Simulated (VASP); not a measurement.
A run of VASP 6.6.1 is set up as follows.

The input INCAR:

```
SYSTEM = PtSe2
PREC     = Accurate       ! precision mode
ENCUT    = 520            ! plane-wave cutoff, eV
EDIFF    = 1E-6           ! SCF threshold, eV
ISMEAR   = 0              ! smearing method
SIGMA    = 0.05           ! smearing width, eV
LREAL    = .False.        ! projectors in reciprocal space
LASPH    = .True.         ! aspherical terms in the spheres
NELM     = 100            ! most SCF steps
ALGO     = Normal         ! electronic algorithm
ISIF     = 2              ! what is computed and relaxed
LWAVE    = .False.        ! write WAVECAR
LCHARG   = .True.         ! write CHGCAR
GGA      = PE             ! functional
LELF     = .True.         ! ELF
LVHAR    = .True.       
NBANDS   = 18             ! bands
```

KPOINTS

```
Automatic mesh
0
Gamma
  12 12 6
  0 0 0
```

The input POSCAR:

```
PtSe2
1.0
    3.8030610513      0.0000000000      0.0000000000
   -1.9015305257      3.2935474826      0.0000000000
    0.0000000000      0.0000000000      6.3516469968
Pt Se
1 2
Direct
    0.0000000000      0.0000000000      0.0000000000
    0.3333333333      0.6666666667      0.2001869949
    0.6666666667      0.3333333333      0.7998130051
```

Potentials or basis: VASP PAW PBE potentials, release 64 (Pt, Se).

The run is started by

```sh
$ cat potpaw_PBE.64/Pt/POTCAR potpaw_PBE.64/Se/POTCAR > POTCAR
$ mpirun -np 1 vasp_std > vasp.out
```

What does it give for the pressure?

-0.9 GPa.

What does it give for the largest force?

0.076 eV/Å.

What does it give for the band gap on the k mesh?

0.69 eV, indirect (least direct gap 0.95 eV).

Forces in eV/Å, atoms in the order of the input:
```
Pt   0.000  0.000  0.000
Se   0.000  0.000  0.076
Se   0.000  0.000 -0.076
```

Caveat: spin-orbit coupling is left out, which moves the levels of the heavy elements; this functional lacks dispersion, which binds the layers, so the pressure and a relaxed spacing across them are unreliable. A k mesh can miss the band edges.
